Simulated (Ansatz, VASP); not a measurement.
CaSe in VASP and in Ansatz

File POSCAR:

```
CaSe
1.0
    0.0000000000      2.9066545200      2.9066545200
    2.9066545200      0.0000000000      2.9066545200
    2.9066545200      2.9066545200      0.0000000000
Ca Se
1 1
Direct
    0.0000000000      0.0000000000      0.0000000000
    0.5000000000      0.5000000000      0.5000000000
```

INCAR.step1

```
SYSTEM = CaSe
PREC     = Accurate       ! precision mode
ENCUT    = 520            ! plane-wave cutoff, eV
ISMEAR   = -1             ! smearing method
SIGMA    = 0.02           ! smearing width, eV
LREAL    = .FALSE.        ! projectors in reciprocal space
LASPH    = .TRUE.         ! aspherical terms in the spheres
NELM     = 60             ! most SCF steps
GGA      = PE             ! functional
ALGO     = Normal         ! electronic algorithm
EDIFF    = 1E-4           ! SCF threshold, eV
LWAVE    = .TRUE.         ! write WAVECAR
LCHARG   = .FALSE.        ! write CHGCAR
```

File INCAR.step2:

```
SYSTEM = CaSe
PREC     = Accurate       ! precision mode
ENCUT    = 520            ! plane-wave cutoff, eV
EDIFF    = 1E-6           ! SCF threshold, eV
ISMEAR   = -1             ! smearing method
SIGMA    = 0.02           ! smearing width, eV
LREAL    = .FALSE.        ! projectors in reciprocal space
LASPH    = .TRUE.         ! aspherical terms in the spheres
NELM     = 60             ! most SCF steps
ALGO     = Normal         ! electronic algorithm
ISIF     = 2              ! what is computed and relaxed
LWAVE    = .FALSE.        ! write WAVECAR
LCHARG   = .FALSE.        ! write CHGCAR
METAGGA  = R2SCAN         ! meta-GGA
LMIXTAU  = .TRUE.       
IBRION   = 2              ! ionic algorithm
NSW      = 50             ! ionic steps
EDIFFG   = -0.01          ! ionic threshold
ISTART   = 1
```

The input KPOINTS:

```
Automatic mesh
0
G
  8 8 8
  0 0 0
```

Input for Ansatz:

```yaml
crystal:
  lattice:
    - [0.0, 2.90665452, 2.90665452]
    - [2.90665452, 0.0, 2.90665452]
    - [2.90665452, 2.90665452, 0.0]
  atoms:
    - { symbol: Ca, position: [0.0, 0.0, 0.0] }
    - { symbol: Se, position: [0.5, 0.5, 0.5] }
  symmetry: { tolerance: 0.0003 }
hamiltonian:
  xc: r2scan
  pseudopotentials: { kind: paw, azcp: { folder: soft_1 } }
basis:
  ecutwfc: 500
magnetization:
  spin_polarized: false
scf:
  occupations: { method: fermi_dirac, width: 0.02 }
kpoints:
  mp_grid: { grid: [8, 8, 8], shift: [0, 0, 0] }
  band_path:
    path:
      - [0.0, 0.0, 0.0]
      - [0.5, 0.0, 0.5]
      - [0.625, 0.25, 0.625]
      - [0.375, 0.375, 0.75]
      - [0.0, 0.0, 0.0]
      - [0.5, 0.5, 0.5]
      - [0.5, 0.25, 0.75]
      - [0.5, 0.0, 0.5]
    npoints: 10
output:
  forces: true
  stress: true
  eigenvalues: true
  write_potential: true
  elf: true
  volumetric_format: npy
  dos: { e_range: [-12, 8], de: 0.05 }
relax:
  max_steps: 30
```

Alike in both runs: task relaxation of the atoms; functional r2SCAN; k mesh 8 × 8 × 8; occupations fermi-dirac, width 0.02 eV; no spin polarisation.

|  | VASP | Ansatz |
| --- | --- | --- |
| version | VASP 6.6.1 | Ansatz 0.2.0 |
| potentials or method | VASP PAW PBE potentials, release 64 (Ca_sv, Se), cutoff 520 eV | PAW plane waves |
| valence electrons in the cell | 16 | 26 |

|  | VASP | Ansatz | Ansatz less VASP |
| --- | --- | --- | --- |
| gap on the k mesh at the Fermi level, each at its own relaxed structure (eV) | 2.36 | 2.36 | +0.002 |

VASP's potentials were made for PBE, not for r2SCAN. VASP's potentials hold 16 valence electrons a cell and Ansatz's 26, so a difference there can come from the potentials and not from the codes. Ansatz's warnings: stress scf threshold loose.

Noted on VASP's run: the relaxation stopped at its first step, so nothing moved.
